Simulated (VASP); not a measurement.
# Cu (P6_3/mmc) in VASP: notebook

Cu is run at these levels: PBE; tasks: relaxation of shape and atoms at fixed volume.

All numbers are computed with VASP 6.6.1; they aren't measurements. Logs are shortened: lines on timing, memory, paths and dates and some standing lists are left out, and cuts for length are marked.

## (1) The cell of the first run

It takes space group P6_3/mmc (No. 194, hexagonal). Conventional cell: a = 2.590 Å, b = 2.590 Å, c = 4.243 Å, α = 90.00°, β = 90.00°, γ = 120.00°. Within 3.4 Å of Cu (site symmetry -6m2) lie 12 Cu at 2.59 to 2.60 Å.

This isn't the form of Cu at room conditions, which is fcc.

## (2) Relaxation of shape and atoms at fixed volume, PBE (12.33 Å³/atom)

File INCAR:

```
PREC = Accurate
ENCUT = 600
EDIFF = 1E-6
ISMEAR = 0
SIGMA = 0.1
LREAL = False
LASPH = True
NELM = 60
ALGO = Fast
ISIF = 4
LWAVE = False
LCHARG = False
GGA = PE
IBRION = 2
NSW = 50
EDIFFG = -0.01
```

File KPOINTS:

```
regular mesh
0
Gamma
  24 24 14
```

File POSCAR:

```
Cu
1.0
    2.5903724166      0.0000000000      0.0000000000
   -1.2951862083      2.2433283180      0.0000000000
    0.0000000000      0.0000000000      4.2428684910
Cu
2
Direct
    0.6666666667      0.3333333333      0.7500000000
    0.3333333333      0.6666666667      0.2500000000
```

Potentials or basis: VASP PAW PBE potentials, release 64 (Cu).

Launch:

```console
cat potpaw_PBE.64/Cu/POTCAR > POTCAR
mpirun -np 1 vasp_std > vasp.out
```

OUTCAR:

```text
PREC = Accurate
   ENCUT = 600
   EDIFF = 1E-6
   ISMEAR = 0
   LREAL = False
   LASPH = True
   NELM = 60
   ISIF = 4
   GGA = PE
   IBRION = 2
   NSW = 50
   EDIFFG = -0.01

 ion  position               nearest neighbor table
   1  0.667  0.333  0.750-   2 2.60   2 2.60   2 2.60   2 2.60   2 2.60   2 2.60
   2  0.333  0.667  0.250-   1 2.60   1 2.60   1 2.60   1 2.60   1 2.60   1 2.60

  LATTYP: Found a hexagonal cell.
 ALAT       =     2.5903724166
 C/A-ratio  =     1.6379376432

  Lattice vectors:

 A1 = (   2.5903724166,   0.0000000000,   0.0000000000)
 A2 = (  -1.2951862083,   2.2433283180,   0.0000000000)
 A3 = (   0.0000000000,   0.0000000000,   4.2428684910)

Analysis of symmetry for initial positions (statically):
=====================================================================
 Subroutine PRICEL returns:
 Original cell was already a primitive cell.

 Routine SETGRP: Setting up the symmetry group for a
 hexagonal supercell.

 Subroutine GETGRP returns: Found 24 space group operations
 (whereof 12 operations were pure point group operations)
 out of a pool of 24 trial point group operations.

The static configuration has the point symmetry D_3d.
 The point group associated with its full space group is D_6h.

Analysis of symmetry for dynamics (positions and initial velocities):
=====================================================================
 Subroutine PRICEL returns:
 Original cell was already a primitive cell.

 Routine SETGRP: Setting up the symmetry group for a
 hexagonal supercell.

 Subroutine GETGRP returns: Found 24 space group operations
 (whereof 12 operations were pure point group operations)
 out of a pool of 24 trial point group operations.

The dynamic configuration has the point symmetry D_3d.
 The point group associated with its full space group is D_6h.

 Subroutine INISYM returns: Found 24 space group operations
 (whereof 12 operations are pure point group operations),
 and found     1 'primitive' translations

----------------------------------------------------------------------------------------

                                     Primitive cell

  volume of cell :      24.6555

  direct lattice vectors                    reciprocal lattice vectors
     2.590372417  0.000000000  0.000000000     0.386044877  0.222883113  0.000000000
    -1.295186208  2.243328318  0.000000000     0.000000000  0.445766227  0.000000000
     0.000000000  0.000000000  4.242868491     0.000000000  0.000000000  0.235689605

  length of vectors
     2.590372417  2.590372417  4.242868491     0.445766227  0.445766227  0.235689605

  position of ions in fractional coordinates (direct lattice)
     0.666666667  0.333333333  0.750000000
     0.333333333  0.666666667  0.250000000

  ion indices of the primitive-cell ions
   primitive index   ion index
                 1           1
                 2           2

----------------------------------------------------------------------------------------

 KPOINTS: regular mesh

Automatic generation of k-mesh.
 Grid dimensions read from file:
 generate k-points for:   24   24   14

 Generating k-lattice:

  Cartesian coordinates                     Fractional coordinates (reciprocal lattice)
     0.016085203  0.009286796  0.000000000     0.041666667  0.000000000  0.000000000
     0.000000000  0.018573593  0.000000000     0.000000000  0.041666667  0.000000000
     0.000000000  0.000000000  0.016834972     0.000000000  0.000000000  0.071428571

  Length of vectors
     0.018573593  0.018573593  0.016834972

  Shift w.r.t. Gamma in fractional coordinates (k-lattice)
     0.000000000  0.000000000  0.000000000

 Subroutine IBZKPT returns following result:
 ===========================================

 Found    488 irreducible k-points:

 Following reciprocal coordinates:
            Coordinates               Weight
  0.000000  0.000000  0.000000      1.000000
  0.041667  0.000000  0.000000      6.000000
  0.083333 -0.000000  0.000000      6.000000
  0.125000 -0.000000  0.000000      6.000000
  0.166667 -0.000000  0.000000      6.000000
  0.208333  0.000000  0.000000      6.000000
[... 16 lines left out ...]
  0.416667  0.041667  0.000000     12.000000
  0.458333  0.041667  0.000000     12.000000
 [... further k-points ...]
   k-points           NKPTS =    488   k-points in BZ     NKDIM =    488   number of bands    NBANDS=     15
   number of dos      NEDOS =    301   number of ions     NIONS =      2
   total plane-waves  NPLWV =  20736
   dimension x,y,z NGX =    24 NGY =   24 NGZ =   36
   dimension x,y,z NGXF=    48 NGYF=   48 NGZF=   72
   ions per type =               2
   NGX,Y,Z   is equivalent  to a cutoff of  15.40, 15.40, 14.11 a.u.
   NGXF,Y,Z  is equivalent  to a cutoff of  30.81, 30.81, 28.21 a.u.
 SYSTEM =  unknown system
   PREC   = accura    normal or accurate (medium, high low for compatibility)
   ISTART =      0    job   : 0-new  1-cont  2-samecut
   ICHARG =      2    charge: 1-file 2-atom 10-const
   ISPIN  =      1    spin polarized calculation?
   LNONCOLLINEAR =      F non collinear calculations
   LSORBIT =      F    spin-orbit coupling
   LASPH  =      T    aspherical Exc in radial PAW
   ENCUT  =  600.0 eV  44.10 Ry    6.64 a.u.   5.17  5.17  8.47*2*pi/ulx,y,z
   NELM   =     60;   NELMIN=  2; NELMDL= -5     # of ELM steps
   EDIFF  = 0.1E-05   stopping-criterion for ELM
   LREAL  =      F    real-space projection
   EDIFFG = -.1E-01   stopping-criterion for IOM
   NSW    =     50    number of steps for IOM
   IBRION =      2    ionic relax: 0-MD 1-quasi-New 2-CG
   NFREE  =      1    steps in history (QN), initial steepest desc. (CG)
   ISIF   =      4    stress and relaxation
   ISYM   =      2    0-nonsym 1-usesym 2-fastsym
   POTIM  = 0.5000    time-step for ionic-motion
   TEBEG  =    0.0;   TEEND  =   0.0 temperature during run
   PSTRESS=    0.0 pullay stress
   NELECT =      22.0000    total number of electrons
   NUPDOWN=      -1.0000    fix difference up-down
   EMIN   =  10.00;   EMAX   =-10.00  energy-range for DOS
   EFERMI =   0.00;   METHOD = LEGACY
   ISMEAR =     0;   SIGMA  =   0.10  broadening in eV -4-tet -1-fermi 0-gaus
   EFERMI_NEDOS =   21; number of points for ismear=-14 and -15
   IALGO  =     68    algorithm
   IMIX   =      4    mixing-type and parameters
     AMIX     =   0.40;   BMIX     =  1.00
     AMIX_MAG =   1.60;   BMIX_MAG =  1.00
  volume/ion in A,a.u.               =      12.33        83.19
  Fermi-wavevector in a.u.,A,eV,Ry     =   1.576077  2.978354 33.797140  2.484020
  Thomas-Fermi vector in A             =   2.676965
   LORBIT       =      0    0 simple, 1 ext, 2 COOP (PROOUT), +10 PAW based schemes
   GGA     = PE    functional components
   LHFCALC =     F    Hartree Fock is set to
   AEXX    =    0.0000 exact exchange contribution
   IVDW    =     0    specifies the selected vdW correction
   LEPSILON=     F    determine dielectric tensor
   LRPA    =     F    only Hartree local field effects (RPA)
 conjugate gradient relaxation of ions
 non-spin polarized calculation
 RMM-DIIS sequential band-by-band and
 Gauss-broadening in eV      SIGMA  =   0.10
  energy-cutoff  :      600.00
  volume of cell :       24.66
 maximum number of plane-waves:       842
 NGX is ok and might be reduce to    24
   NGX = 11   NGY = 11   NGZ = 17

 number of electron      22.0000004 magnetization

 Free energy of the ion-electron system (eV)
  ---------------------------------------------------
  ext. energy  EPLUGINS =         0.00000000
  ---------------------------------------------------
  free energy    TOTEN  =        -7.43544301 eV

  energy without entropy =       -7.43219586  energy(sigma->0) =       -7.43381944

 E-fermi :   7.0554     XC(G=0): -12.4786

 val. band max:        7.0500827250   @ k =   0.1250   0.0417   0.1429
 cond. band min:       7.0604425632   @ k =   0.3333  -0.0000   0.3571
 fundamental gap:      0.0103598381
 Fermi energy:         7.0554183252

 k-point     1 :       0.0000    0.0000    0.0000
  band No.  band energies     occupation
      1      -1.9640      2.00000
      2       2.2171      2.00000
      3       4.1553      2.00000
      4       4.2221      2.00000
      5       4.2221      2.00000
      6       4.4128      2.00000
      7       4.4128      2.00000
      8       4.6877      2.00000
      9       4.6877      2.00000
     10       5.3778      2.00000
     11       5.3778      2.00000
     12       6.1627      2.00000
     13      10.5703      0.00000
     14      28.2444      0.00000
     15      28.2342      0.00000

 k-point     2 :       0.0417    0.0000    0.0000
  band No.  band energies     occupation
      1      -1.9093      2.00000
      2       2.2491      2.00000
      3       4.1195      2.00000
      4       4.2414      2.00000
      5       4.2533      2.00000
      6       4.4029      2.00000
      7       4.4300      2.00000
      8       4.6687      2.00000
      9       4.6761      2.00000
     10       5.1716      2.00000
     11       5.3824      2.00000
     12       6.4313      2.00000
     13      10.5854      0.00000
     14      26.8895      0.00000
     15      27.5956      0.00000

 k-point     3 :       0.0833   -0.0000    0.0000
  band No.  band energies     occupation
      1      -1.7459      2.00000
      2       2.3415      2.00000
      3       4.0524      2.00000
      4       4.2983      2.00000
      5       4.3040      2.00000
      6       4.3794      2.00000
      7       4.4805      2.00000
      8       4.5825      2.00000
      9       4.6429      2.00000
     10       4.8696      2.00000
     11       5.3950      2.00000
     12       6.9499      1.86425
     13      10.6323      0.00000
     14      24.8491      0.00000
     15      26.6806      0.00000

 k-point     4 :       0.1250   -0.0000    0.0000
  band No.  band energies     occupation
      1      -1.4765      2.00000
      2       2.4839      2.00000
      3       3.9707      2.00000
      4       4.3051      2.00000
      5       4.3468      2.00000
      6       4.3903      2.00000
      7       4.4069      2.00000
      8       4.5618      2.00000
      9       4.5929      2.00000
     10       4.7128      2.00000
     11       5.4124      2.00000
     12       7.5609      0.00000
     13      10.7161      0.00000
     14      22.8040      0.00000
     15      25.3721      0.00000
[... 307 lines left out ...]
 k-point    22 :       0.3750    0.0417    0.0000
  band No.  band energies     occupation
      1       1.9498      2.00000
      2       2.8730      2.00000
      3       3.0621      2.00000
      4       3.9209      2.00000
      5       4.1850      2.00000
      6       4.3032      2.00000
      7       4.3698      2.00000
      8       5.3397      2.00000
      9       5.3762      2.00000
     10       5.4911      2.00000
     11       5.8549      2.00000
     12      10.9162      0.00000
     13      12.9361      0.00000
     14      13.7052      0.00000
     15      19.7077      0.00000

 k-point    23 :       0.4167    0.0417    0.0000
  band No.  band energies     occupation
      1       2.2978      2.00000
      2       2.8075      2.00000
      3       2.9990      2.00000
      4       4.0536      2.00000
      5       4.1621      2.00000
      6       4.2637      2.00000
      7       4.4230      2.00000
      8       5.4228      2.00000
      9       5.4808      2.00000
     10       5.4944      2.00000
     11       6.3859      2.00000
     12       9.7469      0.00000
     13      13.8499      0.00000
     14      14.2813      0.00000
     15      18.4556      0.00000

 k-point    24 :       0.4583    0.0417    0.0000
  band No.  band energies     occupation
      1       2.4739      2.00000
      2       2.7568      2.00000
      3       2.9677      2.00000
      4       4.1513      2.00000
      5       4.1526      2.00000
      6       4.2423      2.00000
      7       4.4469      2.00000
      8       5.4650      2.00000
      9       5.4960      2.00000
     10       5.5342      2.00000
     11       7.0001      1.56585
     12       8.7692      0.00000
     13      14.5544      0.00000
     14      14.8511      0.00000
     15      17.6743      0.00000

 [... further k-points ...]

------------------------ aborting loop because EDIFF is reached ----------------------------------------

  FORCE on cell =-STRESS in cart. coord.  units (eV):
  Direction    XX          YY          ZZ          XY          YZ          ZX
  --------------------------------------------------------------------------------------
  -------------------------------------------------------------------------------------
  Total       -0.3842037     -0.3842037     -0.3825471      0.0000000      0.0000000      0.0000000
  in kB      -24.9664935    -24.9664935    -24.8588385      0.0000000      0.0000000      0.0000000
  external PRESSURE =     -24.9306085 kB  Pullay stress =       0.0000000 kB

 VOLUME and BASIS-vectors are now :
 -----------------------------------------------------------------------------
  energy-cutoff  :      600.00
  volume of cell :       24.66
      direct lattice vectors                 reciprocal lattice vectors
     2.590372417  0.000000000  0.000000000     0.386044877  0.222883113  0.000000000
    -1.295186208  2.243328318  0.000000000     0.000000000  0.445766227  0.000000000
     0.000000000  0.000000000  4.242868491     0.000000000  0.000000000  0.235689605

 POSITION                                       TOTAL-FORCE (eV/Angst)
 -----------------------------------------------------------------------------------
      1.29519      0.74778      3.18215        -0.000000     -0.000000      0.000000
     -0.00000      1.49555      1.06072         0.000000      0.000000      0.000000
 -----------------------------------------------------------------------------------
    total drift:                               -0.000000      0.000000     -0.000000

  FREE ENERGIE OF THE ION-ELECTRON SYSTEM (eV)
  ---------------------------------------------------
  free  energy   TOTEN  =        -7.4354430111 eV

  energy  without entropy=       -7.4321958633  energy(sigma->0) =       -7.43381944

 reached required accuracy - stopping structural energy minimisation
```

Run time: 2.7 min. Hardware: 1 thread of Oxide Virtual Turin-like, shared host; peak memory 0.27 GiB.

Results:

| Item | Value |
| --- | --- |
| Free energy | -7.4354 eV |
| Pressure after relaxing | -2.5 GPa |
| Band gap on the k mesh | zero (bands 11 and 12 overlap by 5.86 eV) |

Final structure:
```
CELL_PARAMETERS angstrom
2.59037 0.00000 0.00000
-1.29519 2.24333 0.00000
0.00000 0.00000 4.24287
ATOMIC_POSITIONS crystal
Cu 0.66667 0.33333 0.75000
Cu 0.33333 0.66667 0.25000
```

Levels at points of the mesh, in eV from the Fermi level:
```
           k point  band 7  band 8  band 9  band 10  band 11  band 12  band 13  band 14  band 15
(0.00, 0.00, 0.00)   -2.64   -2.37   -2.37    -1.68    -1.68    -0.89     3.51    21.19    21.18
(0.50, 0.00, 0.00)   -2.61   -1.59   -1.55    -1.50     0.03     1.49     7.56     7.85    10.48
(0.00, 0.00, 0.50)   -2.87   -2.87   -1.89    -1.89    -1.89    -1.89    12.03    12.03    21.73
(0.50, 0.00, 0.50)   -1.82   -1.82   -1.53    -1.53     0.55     0.55     4.62     4.62    15.70
```

## (3) Relaxation of shape and atoms at fixed volume, PBE (12.69 Å³/atom)

This run uses another cell than the first one, of 12.69 Å³/atom.

File INCAR:

```
ALGO     = Fast           # electronic algorithm
EDIFF    = 1E-7           # SCF threshold, eV
EDIFFG   = -0.01          # ionic threshold
ENCUT    = 600            # plane-wave cutoff, eV
GGA      = PE             # functional
IBRION   = 2              # ionic algorithm
ISIF     = 4              # what is computed and relaxed
ISMEAR   = 0              # smearing method
LASPH    = True           # aspherical terms in the spheres
LCHARG   = False          # write CHGCAR
LREAL    = False          # projectors in reciprocal space
LWAVE    = False          # write WAVECAR
NELM     = 100            # most SCF steps
NSW      = 50             # ionic steps
PREC     = Accurate       # precision mode
SIGMA    = 0.1            # smearing width, eV
```

File KPOINTS:

```
k-points
0
Gamma
  24 24 14
```

File POSCAR:

```
Cu
1.0
    2.6152813717      0.0000000000      0.0000000000
   -1.3076406859      2.2649001060      0.0000000000
    0.0000000000      0.0000000000      4.2836678063
Cu
2
Direct
    0.6666666667      0.3333333333      0.7500000000
    0.3333333333      0.6666666667      0.2500000000
```

Potentials or basis: VASP PAW PBE potentials, release 64 (Cu).

Launch:

```console
cat potpaw_PBE.64/Cu/POTCAR > POTCAR
mpirun -np 1 vasp_std > vasp.out
```

Run time: 4.3 min. Hardware: 1 thread of Oxide Virtual Turin-like, shared host; peak memory 0.28 GiB.

The run converged. Its results:

```
Free energy             : -7.4137 eV
Pressure after relaxing : -6.4 GPa
Band gap on the k mesh  : zero (bands 11 and 12 overlap by 5.76 eV)
```

Final structure:
```
Cu
1.0
     2.61528    0.00000    0.00000
    -1.30764    2.26490    0.00000
     0.00000    0.00000    4.28367
Cu
2
Direct
  0.66667 0.33333 0.75000
  0.33333 0.66667 0.25000
```

Levels at points of the mesh, in eV from the Fermi level:
```tsv
k point	band 8	band 9	band 10	band 11	band 12	band 13	band 14	band 15
(0.00, 0.00, 0.00)	-2.31	-2.31	-1.65	-1.65	-0.82	3.38	20.75	20.96
(0.50, 0.00, 0.00)	-1.56	-1.53	-1.48	0.03	1.43	7.43	7.69	10.25
(0.00, 0.00, 0.50)	-2.79	-1.85	-1.85	-1.85	-1.85	11.79	11.79	21.48
(0.50, 0.00, 0.50)	-1.79	-1.51	-1.51	0.58	0.58	4.47	4.47	15.42
```

## (4) Relaxation of shape and atoms at fixed volume, PBE (13.17 Å³/atom)

This run uses another cell than the first one, of 13.17 Å³/atom.

File INCAR:

```
ALGO = Fast
EDIFF = 1E-7
EDIFFG = -0.01
ENCUT = 600
GGA = PE
IBRION = 2
ISIF = 4
ISMEAR = 0
LASPH = T
LCHARG = F
LREAL = F
LWAVE = F
NELM = 100
NSW = 50
PREC = Accurate
SIGMA = 0.1
```

KPOINTS is that of step 3.

File POSCAR:

```
Cu
1.0
    2.6477726613      0.0000000000      0.0000000000
   -1.3238863307      2.2930383881      0.0000000000
    0.0000000000      0.0000000000      4.3368865126
Cu
2
Direct
    0.6666666667      0.3333333333      0.7500000000
    0.3333333333      0.6666666667      0.2500000000
```

Launch:

```console
cat potpaw_PBE.64/Cu/POTCAR > POTCAR
mpirun -np 1 vasp_std > vasp.out
```

Wall time 3.6 min (1 thread of Oxide Virtual Turin-like, shared host); peak memory 0.28 GiB.

The run converged. Its results:

| Quantity | Value |
| --- | --- |
| Free energy | -7.3647 eV |
| Pressure after relaxing | -9.9 GPa |
| Band gap on the k mesh | zero (bands 11 and 12 overlap by 5.63 eV) |

Stress tensor (GPa, compression positive):
```
-9.99  0.00  0.00
 0.00 -9.99  0.00
 0.00  0.00 -9.86
```

Final structure:
```
Cu
1.0
     2.64777    0.00000    0.00000
    -1.32389    2.29304    0.00000
     0.00000    0.00000    4.33689
Cu
2
Direct
  0.66667 0.33333 0.75000
  0.33333 0.66667 0.25000
```

Levels at points of the mesh, in eV from the Fermi level:
```tsv
k point	band 7	band 8	band 9	band 10	band 11	band 12	band 13	band 14	band 15
(0.00, 0.00, 0.00)	-2.49	-2.24	-2.24	-1.62	-1.62	-0.72	3.20	20.22	20.75
(0.50, 0.00, 0.00)	-2.46	-1.54	-1.51	-1.46	0.03	1.36	7.27	7.47	9.89
(0.00, 0.00, 0.50)	-2.70	-2.70	-1.81	-1.81	-1.81	-1.81	11.49	11.49	21.28
(0.50, 0.00, 0.50)	-1.74	-1.74	-1.49	-1.49	0.61	0.61	4.28	4.28	15.04
```

## (5) Summary

```tsv
cell	gap on the mesh (eV)	pressure (GPa)
relaxed from a = 2.590, b = 2.590, c = 4.243 Å, angles 90.0, 90.0, 120.0°, 2 atoms	none	-2.5
relaxed from a = 2.615, b = 2.615, c = 4.284 Å, angles 90.0, 90.0, 120.0°, 2 atoms	none	-6.4
relaxed from a = 2.648, b = 2.648, c = 4.337 Å, angles 90.0, 90.0, 120.0°, 2 atoms	none	-9.9
```

Alike in all rows: task relaxation of shape and atoms at fixed volume; level PBE; potentials or basis VASP PAW PBE potentials, release 64 (Cu); no spin polarisation; k mesh 24 × 24 × 14; cutoff (eV) 600; smearing gaussian 0.1 eV.

Total energies depend on the potentials used, so only differences within one code and one set of settings carry meaning.
